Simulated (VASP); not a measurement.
# C in VASP: further runs, part 3 of 3

VASP 6.6.1. Earlier steps stand in the parts before.

**6. Electric field gradients, LDA (equal xy, yz and zx shear strains of +3 %)**

Input file INCAR:

```
SYSTEM = C
ALGO = Normal
EDIFF = 1E-8
ENCUT = 520
ISIF = 2
ISMEAR = -1
LASPH = .TRUE.
LCHARG = .FALSE.
LEFG = .TRUE.
LREAL = .FALSE.
LWAVE = .FALSE.
NBANDS = 11
NELM = 100
PREC = Accurate
SIGMA = 0.08
```

Input file KPOINTS:

```
k-points
0
G
  20 20 20
  0 0 0
```

Input file POSCAR:

```
C
1.0
    0.0535020000      1.8101510000      1.8101510000
    1.8101510000      0.0535020000      1.8101510000
    1.8101510000      1.8101510000      0.0535020000
C
2
Direct
    0.5000000000      0.5000000000      0.5000000000
    0.7500000000      0.7500000000      0.7500000000
```

Potentials or basis: VASP PAW LDA potentials, release 64 (C).

On the command line:

```sh
$ cat potpaw_LDA.64/C/POTCAR > POTCAR
$ mpirun -np 1 vasp_std > vasp.out
```

OUTCAR:

```text
SYSTEM = C
   EDIFF = 1E-8
   ENCUT = 520
   ISIF = 2
   ISMEAR = -1
   LASPH = .TRUE.
   LREAL = .FALSE.
   NELM = 100
   PREC = Accurate

 ion  position               nearest neighbor table
   1  0.500  0.500  0.500-   2 1.53   2 1.53   2 1.53   2 1.59
   2  0.750  0.750  0.750-   1 1.53   1 1.53   1 1.53   1 1.59

  LATTYP: Found a trigonal (rhomboedric) cell.
 ALAT       =     2.5604991212
 COS(alpha) =     0.5293254421

  Lattice vectors:

 A1 = (   0.0535020000,   1.8101510000,   1.8101510000)
 A2 = (   1.8101510000,   0.0535020000,   1.8101510000)
 A3 = (   1.8101510000,   1.8101510000,   0.0535020000)

Analysis of symmetry for initial positions (statically):
=====================================================================
 Subroutine PRICEL returns:
 Original cell was already a primitive cell.

 Routine SETGRP: Setting up the symmetry group for a
 trigonal (rhombohedral) supercell.

 Subroutine GETGRP returns: Found 12 space group operations
 (whereof  6 operations were pure point group operations)
 out of a pool of 12 trial point group operations.

The static configuration has the point symmetry C_3v.
 The point group associated with its full space group is D_3d.

Analysis of symmetry for dynamics (positions and initial velocities):
=====================================================================
 Subroutine PRICEL returns:
 Original cell was already a primitive cell.

 Routine SETGRP: Setting up the symmetry group for a
 trigonal (rhombohedral) supercell.

 Subroutine GETGRP returns: Found 12 space group operations
 (whereof  6 operations were pure point group operations)
 out of a pool of 12 trial point group operations.

The dynamic configuration has the point symmetry C_3v.
 The point group associated with its full space group is D_3d.

 Subroutine INISYM returns: Found 12 space group operations
 (whereof  6 operations are pure point group operations),
 and found     1 'primitive' translations

----------------------------------------------------------------------------------------

                                     Primitive cell

  volume of cell :      11.3367

  direct lattice vectors                    reciprocal lattice vectors
     0.053502000  1.810151000  1.810151000    -0.288777982  0.280487705  0.280487705
     1.810151000  0.053502000  1.810151000     0.280487705 -0.288777982  0.280487705
     1.810151000  1.810151000  0.053502000     0.280487705  0.280487705 -0.288777982

  length of vectors
     2.560499121  2.560499121  2.560499121     0.490652044  0.490652044  0.490652044

  position of ions in fractional coordinates (direct lattice)
     0.500000000  0.500000000  0.500000000
     0.750000000  0.750000000  0.750000000

  ion indices of the primitive-cell ions
   primitive index   ion index
                 1           1
                 2           2

----------------------------------------------------------------------------------------

 KPOINTS: k-points

Automatic generation of k-mesh.
[... 76 lines left out ...]
   PSTRESS=    0.0 pullay stress
   NELECT =       8.0000    total number of electrons
   NUPDOWN=      -1.0000    fix difference up-down
   EMIN   =  10.00;   EMAX   =-10.00  energy-range for DOS
   EFERMI =   0.00;   METHOD = LEGACY
   ISMEAR =    -1;   SIGMA  =   0.08  broadening in eV -4-tet -1-fermi 0-gaus
   EFERMI_NEDOS =   21; number of points for ismear=-14 and -15
   IALGO  =     38    algorithm
   IMIX   =      4    mixing-type and parameters
     AMIX     =   0.40;   BMIX     =  1.00
     AMIX_MAG =   1.60;   BMIX_MAG =  1.00
  volume/ion in A,a.u.               =       5.67        38.25
  Fermi-wavevector in a.u.,A,eV,Ry     =   1.457503  2.754282 28.903066  2.124315
  Thomas-Fermi vector in A             =   2.574297
   LORBIT       =      0    0 simple, 1 ext, 2 COOP (PROOUT), +10 PAW based schemes
   GGA     = CA    functional components
   LHFCALC =     F    Hartree Fock is set to
   AEXX    =    0.0000 exact exchange contribution
   IVDW    =     0    specifies the selected vdW correction
   LEPSILON=     F    determine dielectric tensor
   LRPA    =     F    only Hartree local field effects (RPA)
 non-spin polarized calculation
  energy-cutoff  :      520.00
  volume of cell :       11.34
 maximum number of plane-waves:       317
   NGX =  9   NGY =  9   NGZ =  9

 number of electron       7.9999999 magnetization

 Free energy of the ion-electron system (eV)
  ---------------------------------------------------
  ext. energy  EPLUGINS =         0.00000000
  ---------------------------------------------------
  free energy    TOTEN  =       -20.18395942 eV

  energy without entropy =      -20.18395942  energy(sigma->0) =      -20.18395942

 E-fermi :  11.2477     XC(G=0): -13.5018

 val. band max:        9.7549773383   @ k =   0.0000   0.0000   0.0000
 cond. band min:      13.7406294719   @ k =   0.4000   0.4000   0.0000
 fundamental gap:      3.9856521336
 Fermi energy:        11.2476573238

 k-point     1 :       0.0000    0.0000    0.0000
  band No.  band energies     occupation
      1     -11.6031      2.00000
      2       9.6647      2.00000
      3       9.7550      2.00000
      4       9.7550      2.00000
      5      14.2658      0.00000
      6      15.7327      0.00000
      7      15.7327      0.00000
      8      23.4669      0.00000
      9      28.7936      0.00000
     10      36.4085      0.00000
     11      36.4085      0.00000
[... 309 lines left out ...]
 k-point    24 :      -0.3500    0.0500   -0.0000
  band No.  band energies     occupation
      1      -7.8142      2.00000
      2      -0.4903      2.00000
      3       6.6314      2.00000
      4       7.3161      2.00000
      5      17.1417      0.00000
      6      18.5208      0.00000
      7      18.7605      0.00000
      8      24.7706      0.00000
      9      30.1357      0.00000
     10      32.3497      0.00000
     11      34.2415      0.00000

 [... further k-points ...]
[... 5 lines left out ...]
  --------------------------------------------------------------------------------------
  -------------------------------------------------------------------------------------
  Total       -0.7275294     -0.7275294     -0.7275294     -1.1487385     -1.1487385     -1.1487385
  in kB     -102.8194239   -102.8194239   -102.8194239   -162.3475709   -162.3475709   -162.3475709
  external PRESSURE =    -102.8194239 kB  Pullay stress =       0.0000000 kB

 VOLUME and BASIS-vectors are now :
 -----------------------------------------------------------------------------
  energy-cutoff  :      520.00
  volume of cell :       11.34
      direct lattice vectors                 reciprocal lattice vectors
     0.053502000  1.810151000  1.810151000    -0.288777982  0.280487705  0.280487705
     1.810151000  0.053502000  1.810151000     0.280487705 -0.288777982  0.280487705
     1.810151000  1.810151000  0.053502000     0.280487705  0.280487705 -0.288777982

 POSITION                                       TOTAL-FORCE (eV/Angst)
 -----------------------------------------------------------------------------------
      1.83690      1.83690      1.83690         0.019078      0.019078      0.019078
      2.75535      2.75535      2.75535        -0.019078     -0.019078     -0.019078
 -----------------------------------------------------------------------------------
    total drift:                                0.000000     -0.000000      0.000000

  FREE ENERGIE OF THE ION-ELECTRON SYSTEM (eV)
  ---------------------------------------------------
  free  energy   TOTEN  =       -20.1839594225 eV

  energy  without entropy=      -20.1839594224  energy(sigma->0) =      -20.18395942

 Electric field gradients (V/A^2)
---------------------------------------------------------------------
 ion       V_xx      V_yy      V_zz      V_xy      V_xz      V_yz
---------------------------------------------------------------------
   1      -0.000    -0.000    -0.000     3.273     3.273     3.273
   2      -0.000    -0.000    -0.000     3.273     3.273     3.273
---------------------------------------------------------------------

 Electric field gradients after diagonalization (V/A^2)
 (convention: |V_zz| > |V_xx| > |V_yy|)
----------------------------------------------------------------------
 ion       V_xx      V_yy      V_zz     asymmetry (V_yy - V_xx)/ V_zz
----------------------------------------------------------------------
   1      -3.273    -3.273     6.546       0.000
   2      -3.273    -3.273     6.546       0.000
----------------------------------------------------------------------

           NMR quadrupolar parameters

 Cq : quadrupolar parameter    Cq=e*Q*V_zz/h
 eta: asymmetry parameters     (V_yy - V_xx)/ V_zz
 Q  : nuclear electric quadrupole moment in mb (millibarn)
----------------------------------------------------------------------
 ion       Cq(MHz)       eta       Q (mb)
----------------------------------------------------------------------
   1       0.016       0.000       1.000
   2       0.016       0.000       1.000
----------------------------------------------------------------------
```

stdout:

```text
POSCAR found type information on POSCAR C
 POSCAR found :  1 types and       2 ions
 scaLAPACK will be used
 LDA part: xc-table for (Slater(with rela. corr.)+CA(PZ))
 , standard interpolation
 POSCAR, INCAR and KPOINTS ok, starting setup
 FFT: planning ... GRIDC
 FFT: planning ... GRID_SOFT
 FFT: planning ... GRID
 WAVECAR not read
 entering main loop
ion   1

ion   2
```

Wall time 70 s (1 thread of Intel Xeon Platinum 8375C at 2.90GHz (Ice Lake), shared host); peak memory 0.18 GiB.

Results:

| Item | Value |
| --- | --- |
| Free energy | -20.1840 eV |
| Pressure | -10.3 GPa |
| Largest force | 0.033 eV/Å |
| Band gap on the k mesh | 3.99 eV, indirect (least direct gap 4.51 eV) |

Forces on the atoms (eV/Å):
```
C    0.019  0.019  0.019
C   -0.019 -0.019 -0.019
```

Electric field gradients, principal values (V/Å²):
```csv
atom,least,middle,greatest (by size)
1 C,-3.273,-3.273,6.546
2 C,-3.273,-3.273,6.546
```

Caveat: the cell differs from its parent crystal (equal xy, yz and zx shear strains of +3 %); without QUAD_EFG the Cq values of the log hold for a quadrupole moment of 1 mb, not for the nuclei. A k mesh can miss the band edges.

**7. Overview**

| cell | gap on the mesh (eV) | pressure (GPa) | largest force (eV/Å) |
| --- | --- | --- | --- |
| a = 2.572 Å, angles 60.0°, 2 atoms | 3.96 | -33.8 | - |
| a = 2.535 Å, angles 59.3°, 2 atoms | 4.09 | -11.5 | 0.04 |
| a = 2.560 Å, angles 58.0°, 2 atoms | 3.99 | -10.3 | 0.03 |

Alike in all rows: task electric field gradients; level LDA; potentials or basis VASP PAW LDA potentials, release 64 (C); no spin polarisation; k mesh 20 × 20 × 20; cutoff (eV) 520; smearing fermi-dirac 0.08 eV.

Absolute energies hang on the potentials; compare differences alone.
